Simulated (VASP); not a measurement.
Wanted: the native input for a VASP 6.6.1 run.

- Task: single point
- Functional: r2SCAN
- Potentials or basis: VASP PAW PBE potentials, release 64 (Cd, Te)
- Cutoff: 520 eV
- k mesh: 4 × 4 × 4
- Occupations: gaussian, width 0.5 eV
- Spin: no spin polarisation
- Dipole correction: no
- Further INCAR settings: ALGO = Normal; EDIFF = 1e-06; NBANDS = 16

CdTe:

```
CELL_PARAMETERS angstrom
0.00000 3.27996 3.27996
3.27996 0.00000 3.27996
3.27996 3.27996 0.00000
ATOMIC_POSITIONS crystal
Cd 0.00000 0.00000 0.00000
Te 0.25000 0.25000 0.25000
```

The input as run:

POSCAR

```
CdTe
1.0
    0.0000000000      3.2799551172      3.2799551172
    3.2799551172      0.0000000000      3.2799551172
    3.2799551172      3.2799551172      0.0000000000
Cd Te
1 1
Direct
    0.0000000000      0.0000000000      0.0000000000
    0.2500000000      0.2500000000      0.2500000000
```

INCAR.step1

```
  ALGO = Normal
  EDIFF = 1E-4
  ENCUT = 520
  GGA = PE
  ISMEAR = 0
  LASPH = T
  LCHARG = F
  LREAL = F
  LWAVE = T
  NBANDS = 16
  NELM = 100
  PREC = Accurate
  SIGMA = 0.5
```

INCAR.step2

```
  ALGO = Normal
  EDIFF = 1E-6
  ENCUT = 520
  ISIF = 2
  ISMEAR = 0
  ISTART = 1
  LASPH = T
  LCHARG = F
  LMIXTAU = T
  LREAL = F
  LWAVE = F
  METAGGA = R2SCAN
  NBANDS = 16
  NELM = 100
  PREC = Accurate
  SIGMA = 0.5
```

KPOINTS

```
k-points
0
Gamma
  4 4 4
```

Potentials or basis: VASP PAW PBE potentials, release 64 (Cd, Te).

The run is started by

```console
$ cat potpaw_PBE.64/Cd/POTCAR potpaw_PBE.64/Te/POTCAR > POTCAR
$ cp INCAR.step1 INCAR
$ mpirun -np 1 vasp_std > vasp.out
$ cp INCAR.step2 INCAR
$ mpirun -np 1 vasp_std > vasp.out
```

Results of the run:

```
Pressure               : 0.3 GPa
Band gap on the k mesh : 1.15 eV, direct
```

Caveat: the PAW data sets were made with another functional, which shifts forces and pressure a little; spin-orbit coupling is left out, which moves the levels of the heavy elements.

It took 41 s on 1 thread of Intel Xeon 6975P-C, on a shared host, peak memory 0.22 GiB.
